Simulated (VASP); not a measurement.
Write the native input for VASP 6.6.1 that does the following.

| Item | Value |
| --- | --- |
| Task | single point |
| Functional | LDA |
| Potentials or basis | VASP PAW LDA potentials, release 64 (Ti_sv) |
| Cutoff | 520 eV |
| k mesh | 12 × 12 × 12 |
| Occupations | methfessel-paxton, width 0.05 eV |
| Spin | no spin polarisation |
| Dipole correction | no |
| Further INCAR settings | ALGO = Normal; EDIFF = 1e-07; NBANDS = 12 |

The structure of Ti lies in POSCAR:

```
Ti
1.0
    0.0000000000      2.0698140295      2.0698140295
    2.0698140295      0.0000000000      2.0698140295
    2.0698140295      2.0698140295      0.0000000000
Ti
1
Direct
    0.0000000000      0.0000000000      0.0000000000
```

The input as run:

INCAR

```
SYSTEM = Ti
  PREC = Accurate
  ENCUT = 520
  EDIFF = 1E-7
  ISMEAR = 1
  SIGMA = 0.05
  LREAL = .FALSE.
  LASPH = .TRUE.
  NELM = 80
  ALGO = Normal
  ISIF = 2
  LWAVE = .FALSE.
  LCHARG = .TRUE.
  GGA = CA
  LELF = .TRUE.
  LVHAR = .TRUE.
  NBANDS = 12
```

KPOINTS

```
Automatic mesh
0
G
  12 12 12
  0 0 0
```

Potentials or basis: VASP PAW LDA potentials, release 64 (Ti_sv).

Command:

```bash
$ cat potpaw_LDA.64/Ti_sv/POTCAR > POTCAR
$ mpirun -np 1 vasp_std > vasp.out
```

Results of the run:

```json
{
  "Pressure": "-10.4 GPa",
  "Band gap on the k mesh": "zero (band 6 reaches 8.59 eV, above the bottom of band 7 at 7.39 eV)"
}
```

It took 20 s on 1 thread of Intel Xeon 8259CL, with other jobs on the host, peak memory 0.14 GiB.
